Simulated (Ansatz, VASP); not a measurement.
## One calculation of ZnS, two programs

File INCAR:

```
SYSTEM = ZnS
PREC = Accurate
ENCUT = 600
EDIFF = 1E-6
ISMEAR = -1
SIGMA = 0.05
LREAL = .False.
LASPH = .True.
NELM = 100
ALGO = Normal
ISIF = 3
LWAVE = .False.
LCHARG = .False.
GGA = B5
ALDAX = 1.0
AGGAX = 1.0
AGGAC = 1.0
ALDAC = 0.0
IVDW = 13
VDW_S6 = 1.0
VDW_S8 = 2.34076671
VDW_A1 = 0.44488865
VDW_A2 = 4.0933009
IBRION = 2
NSW = 60
EDIFFG = -0.01
```

File KPOINTS:

```
Automatic mesh
0
Gamma
  8 8 2
  0 0 0
```

File POSCAR:

```
ZnS
1.0
    3.8120000000      0.0000000000      0.0000000000
   -1.9060000000      3.3012888392      0.0000000000
    0.0000000000      0.0000000000     18.6899900000
Zn S
6 6
Direct
    0.3333333333      0.6666666667      0.8333300000
    0.6666666667      0.3333333333      0.3333300000
    0.6666666667      0.3333333333      0.6666700000
    0.3333333333      0.6666666667      0.1666700000
    0.0000000000      0.0000000000      0.5000000000
    0.0000000000      0.0000000000      0.0000000000
    0.3333333333      0.6666666667      0.9583300000
    0.6666666667      0.3333333333      0.4583300000
    0.6666666667      0.3333333333      0.7916700000
    0.3333333333      0.6666666667      0.2916700000
    0.0000000000      0.0000000000      0.6250000000
    0.0000000000      0.0000000000      0.1250000000
```

Contents of input.yaml:

```yaml
crystal:
  lattice:
    - [3.812, 0.0, 0.0]
    - [-1.906, 3.3012888392, 0.0]
    - [0.0, 0.0, 18.68999]
  atoms:
    - { symbol: Zn, position: [0.3333333333, 0.6666666667, 0.83333] }
    - { symbol: Zn, position: [0.6666666667, 0.3333333333, 0.33333] }
    - { symbol: Zn, position: [0.6666666667, 0.3333333333, 0.66667] }
    - { symbol: Zn, position: [0.3333333333, 0.6666666667, 0.16667] }
    - { symbol: Zn, position: [0.0, 0.0, 0.5] }
    - { symbol: Zn, position: [0.0, 0.0, 0.0] }
    - { symbol: S, position: [0.3333333333, 0.6666666667, 0.95833] }
    - { symbol: S, position: [0.6666666667, 0.3333333333, 0.45833] }
    - { symbol: S, position: [0.6666666667, 0.3333333333, 0.79167] }
    - { symbol: S, position: [0.3333333333, 0.6666666667, 0.29167] }
    - { symbol: S, position: [0.0, 0.0, 0.625] }
    - { symbol: S, position: [0.0, 0.0, 0.125] }
hamiltonian:
  xc: blyp
  pseudopotentials: { kind: paw }
  dispersion: d4
kpoints:
  mp_grid: { grid: [8, 8, 2] }
scf:
  occupations: { method: fermi_dirac, width: 0.05 }
output:
  forces: true
  stress: true
relax:
  f_tol: 0.01
  max_steps: 40
  cell: { stress_tol: 0.05 }
```

Alike in both runs: task relaxation of cell and atoms; functional BLYP; dispersion D4; k mesh 8 × 8 × 2; occupations fermi-dirac, width 0.05 eV; no spin polarisation.

|  | VASP | Ansatz |
| --- | --- | --- |
| version | VASP 6.6.1 | Ansatz 0.2.0 |
| potentials or method | VASP PAW PBE potentials, release 64 (Zn, S) | Ansatz PAW |
| plane-wave cutoff (eV) | 600 | 420 |
| valence electrons in the cell | 108 | 108 |

Ansatz gave:

```
relaxed volume (Å³/atom)                                        : 19.73
relaxed length of the cell vector where the two differ most in proportion (Å) : 3.818
```

Q: Estimate VASP's values.

A: Relaxed volume (Å³/atom): 19.76; relaxed length of the cell vector where the two differ most in proportion (Å): 3.820.

VASP's potentials were made for PBE, not for BLYP.

Noted on Ansatz's run: the plane-wave basis is chosen anew once the cell has moved, so the energies of steps on either side of that aren't comparable.
